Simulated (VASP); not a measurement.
Here is a VASP 6.6.1 calculation.

POSCAR

```
P
1.0
    0.0000000000      1.9400000000      1.9400000000
    1.9400000000      0.0000000000      1.9400000000
    1.9400000000      1.9400000000      0.0000000000
P
1
Direct
    0.0000000000      0.0000000000      0.0000000000
```

The input INCAR.step1:

```
PREC     = Accurate       # precision mode
ENCUT    = 550            # plane-wave cutoff, eV
ISMEAR   = 0              # smearing method
SIGMA    = 0.05           # smearing width, eV
LREAL    = F              # projectors in reciprocal space
LASPH    = T              # aspherical terms in the spheres
NELM     = 120            # most SCF steps
GGA      = PE             # functional
ALGO     = Normal         # electronic algorithm
EDIFF    = 1E-5           # SCF threshold, eV
LWAVE    = T              # write WAVECAR
LCHARG   = F              # write CHGCAR
GGA_COMPAT= F            
IBRION   = 2              # ionic algorithm
ISIF     = 3              # what is computed and relaxed
EDIFFG   = -0.005         # ionic threshold
NELMIN   = 4            
NSW      = 100            # ionic steps
```

File INCAR.step2:

```
PREC     = Accurate       # precision mode
ENCUT    = 550            # plane-wave cutoff, eV
EDIFF    = 1E-7           # SCF threshold, eV
ISMEAR   = 0              # smearing method
SIGMA    = 0.05           # smearing width, eV
LREAL    = F              # projectors in reciprocal space
LASPH    = T              # aspherical terms in the spheres
NELM     = 120            # most SCF steps
ALGO     = Normal         # electronic algorithm
ISIF     = 3              # what is computed and relaxed
LWAVE    = F              # write WAVECAR
LCHARG   = F              # write CHGCAR
METAGGA  = R2SCAN         # meta-GGA
LMIXTAU  = T            
IBRION   = 2              # ionic algorithm
NSW      = 80             # ionic steps
EDIFFG   = -0.01          # ionic threshold
PSTRESS  = 300.0        
ISTART   = 1            
GGA_COMPAT= F            
NELMIN   = 4
```

The input KPOINTS:

```
Automatic mesh
0
Gamma
  19 19 19
```

Potentials or basis: VASP PAW PBE potentials, release 64 (P).

The run is started by

```console
$ cat potpaw_PBE.64/P/POTCAR > POTCAR
$ cp INCAR.step1 INCAR
$ mpirun -np 1 vasp_std > vasp.out
$ cp INCAR.step2 INCAR
$ mpirun -np 1 vasp_std > vasp.out
```

Q: Estimate the space group after relaxing (to 0.1 Å).

A: Fm-3m (No. 225).

Q: Predict the relaxed cell.

A: a = 2.544 Å, b = 2.544 Å, c = 2.544 Å, α = 60.00°, β = 60.00°, γ = 60.00°.

Q: What does it give for the relaxed volume?

A: 11.65 Å³/atom.

Q: Estimate the band gap on the k mesh.

A: Zero (an odd number of electrons rules out a gap without spin polarisation).

Final structure:
```
P
1.0
     0.00000    1.79911    1.79911
     1.79911    0.00000    1.79911
     1.79911    1.79911    0.00000
P
1
Direct
  0.00000 0.00000 0.00000
```

Caveat: the cell is relaxed towards a set pressure, so the run minimises the enthalpy, not the energy; the volume moved by over 15 % at a fixed basis, so the end points are rough; the PAW data sets were made with another functional, which shifts forces and pressure a little.
